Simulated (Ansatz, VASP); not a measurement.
TaN in VASP and in Ansatz

Contents of INCAR:

```
SYSTEM = TaN
PREC = Accurate
ENCUT = 520
EDIFF = 1E-6
ISMEAR = 0
SIGMA = 0.15
LREAL = .False.
LASPH = .True.
NELM = 60
ALGO = Fast
ISIF = 2
LWAVE = .False.
LCHARG = .False.
GGA = PS
NBANDS = 42
```

Contents of KPOINTS:

```
regular mesh
0
Gamma
  14 14 4
  0 0 0
```

File POSCAR:

```
TaN
1.0
   -3.1222862254      0.0000000000      0.0000000000
   -1.5611431127     -2.7039791891      0.0000000000
   -1.0407620751     -0.9013263964     12.1049231048
Ta N
4 4
Direct
    0.1802009035      0.0270684736      0.9187945792
    0.2635342368      0.1937351403      0.4187945792
    0.6385342368      0.6104018069      0.1687945792
    0.5552009035      0.4437351403      0.6687945792
    0.3197990965      0.3062648597      0.0812054208
    0.2364657632      0.1395981931      0.5812054208
    0.6114657632      0.5562648597      0.3312054208
    0.5281324299      0.3895981931      0.8312054208
```

Input for Ansatz:

```yaml
crystal:
  lattice:
    - [-3.1222862254, 0.0, 0.0]
    - [-1.5611431127, -2.7039791891, 0.0]
    - [-1.0407620751, -0.9013263964, 12.1049231048]
  atoms:
    - { symbol: Ta, position: [0.1802009035, 0.0270684736, 0.9187945792] }
    - { symbol: Ta, position: [0.2635342368, 0.1937351403, 0.4187945792] }
    - { symbol: Ta, position: [0.6385342368, 0.6104018069, 0.1687945792] }
    - { symbol: Ta, position: [0.5552009035, 0.4437351403, 0.6687945792] }
    - { symbol: "N", position: [0.3197990965, 0.3062648597, 0.0812054208] }
    - { symbol: "N", position: [0.2364657632, 0.1395981931, 0.5812054208] }
    - { symbol: "N", position: [0.6114657632, 0.5562648597, 0.3312054208] }
    - { symbol: "N", position: [0.5281324299, 0.3895981931, 0.8312054208] }
basis:
  ecutwfc: 520.0
kpoints:
  mp_grid: { grid: [14, 14, 4] }
hamiltonian:
  xc: pbesol
scf:
  occupations: { method: gaussian, width: 0.15 }
output:
  forces: true
  stress: true
  eigenvalues: true
```

Alike in both runs: task single point; functional PBEsol; k mesh 14 × 14 × 4; occupations gaussian, width 0.15 eV; no spin polarisation.

```csv
,VASP,Ansatz
version,VASP 6.6.1,Ansatz 0.2.0
potentials or method,"VASP PAW PBE potentials, release 64 (Ta_pv, N), cutoff 520 eV","scalar-relativistic, plane waves, PAW"
valence electrons in the cell,64,72
```

Ansatz gave:

```
gap on the k mesh at the Fermi level (eV)                     : none
pressure (GPa)                                                : -4.9
traceless stress, the component that is largest in VASP (GPa) : -2.55
rms of the force components (eV/Å)                            : 0.719
```

Task: Estimate VASP's values.

Result: gap on the k mesh at the Fermi level (eV): none; pressure (GPa): -4.2; traceless stress, the component that is largest in VASP (GPa): -2.24; rms of the force components (eV/Å): 0.729.

VASP's potentials were made for PBE, not for PBEsol. Atom by atom the forces differ by 0.015 eV/Å (rms over components). A gap of «none» marks a metal or a gap that the smearing closes. VASP's potentials hold 64 valence electrons a cell and Ansatz's 72, so a difference there can come from the potentials and not from the codes.

Spin-orbit coupling is off throughout.
